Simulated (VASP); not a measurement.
## Mg2Si3N3: single point with PBE

Crystal: Mg2Si3N3.

```
Mg Si N
1.0
     2.96680   -3.39871    0.00000
     2.96680    3.39871    0.00000
     0.00000    0.00000    5.56805
Mg Si N
2 3 3
Direct
  0.75100 0.75100 0.68120
  0.24900 0.24900 0.68120
  0.72316 0.27684 0.27836
  0.00000 0.00000 0.04304
  0.27684 0.72316 0.27836
  0.50000 0.50000 0.11037
  0.00000 0.50000 0.46374
  0.50000 0.00000 0.46374
```

```yaml
Program: VASP 6.6.1
Task: single point
Functional: PBE
Potentials_or_basis: VASP PAW PBE potentials, release 64 (Mg, Si, N)
Cutoff: 600 eV
k_mesh: 4 × 4 × 4
Occupations: gaussian, width 0.1 eV
Spin: no spin polarisation
```

```json
{
 "Pressure": "-0.2 GPa",
 "Largest force": "0.030 eV/Å",
 "Band gap on the k mesh": "zero (an odd number of electrons rules out a gap without spin polarisation)"
}
```

Forces on the atoms (eV/Å):
```
Mg   0.009  0.000 -0.029
Mg  -0.009  0.000 -0.029
Si   0.000  0.005  0.023
Si   0.000  0.000  0.022
Si   0.000 -0.005  0.023
N    0.000  0.000  0.024
N    0.000  0.000 -0.018
N    0.000  0.000 -0.018
```

Stress tensor (GPa, compression positive):
```
-0.38  0.00  0.00
 0.00 -0.16  0.00
 0.00  0.00 -0.03
```

Levels at points of the mesh, in eV from the Fermi level:
```csv
k point,band 11,band 12,band 13,band 14,band 15,band 16,band 17,band 18,band 19,band 20
"(0.00, 0.00, 0.00)",-4.15,-3.92,-2.85,-1.71,-1.67,-0.39,0.81,1.00,1.37,2.39
"(0.50, 0.00, 0.00)",-4.05,-4.00,-2.75,-2.61,-1.80,-0.53,1.03,2.84,2.93,3.56
"(0.50, 0.50, 0.00)",-3.98,-3.81,-2.96,-2.79,-2.64,0.52,1.46,2.81,3.13,3.75
"(0.00, 0.00, 0.50)",-4.35,-4.09,-3.48,-3.23,-1.93,0.93,1.06,1.64,2.52,2.85
"(0.50, 0.00, 0.50)",-4.39,-3.43,-2.66,-2.57,-1.77,-0.33,1.16,2.67,3.43,4.15
"(0.50, 0.50, 0.50)",-3.27,-2.91,-2.78,-2.02,-1.47,0.53,0.93,1.02,3.31,3.51
```

Run time: 28 s on 1 thread of Intel(R) Xeon(R) 6975P-C (Granite Rapids), on a shared host, peak memory 0.27 GiB.
